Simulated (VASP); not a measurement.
Lu, 1 atom in the cell. The structure is cubic, space group Fm-3m (No. 225). Conventional cell: a = 4.684 Å, b = 4.684 Å, c = 4.684 Å, α = 90.00°, β = 90.00°, γ = 90.00°. Within 4.4 Å of Lu (site symmetry m-3m) lie 12 Lu at 3.31 Å. This isn't the form of Lu at room conditions, which is hcp.

* Program: VASP 6.6.1
* Task: single point
* Functional: r2SCAN
* Potentials or basis: VASP PAW PBE potentials, release 64 (Lu)
* Cutoff: 660 eV
* k mesh: 13 × 13 × 13
* Occupations: fermi-dirac, width 0.1 eV
* Spin: no spin polarisation
* Dipole correction: no
* Further INCAR settings: ALGO = Normal; EDIFF = 1e-06; NBANDS = 18

Potentials or basis: VASP PAW PBE potentials, release 64 (Lu).

Command:

```console
$ cat potpaw_PBE.64/Lu/POTCAR > POTCAR
$ cp INCAR.step1 INCAR
$ mpirun -np 1 vasp_std > vasp.out
$ cp INCAR.step2 INCAR
$ mpirun -np 1 vasp_std > vasp.out
```

Hardware: 1 thread of Intel(R) Xeon(R) Platinum 8559C (Emerald Rapids), on a shared host.

**Question.** How long does it take, and how much memory?

**Answer.** Wall time 97 s on 1 thread of Intel(R) Xeon(R) Platinum 8559C (Emerald Rapids), on a shared host, peak memory 0.22 GiB. Counts: k points 84.
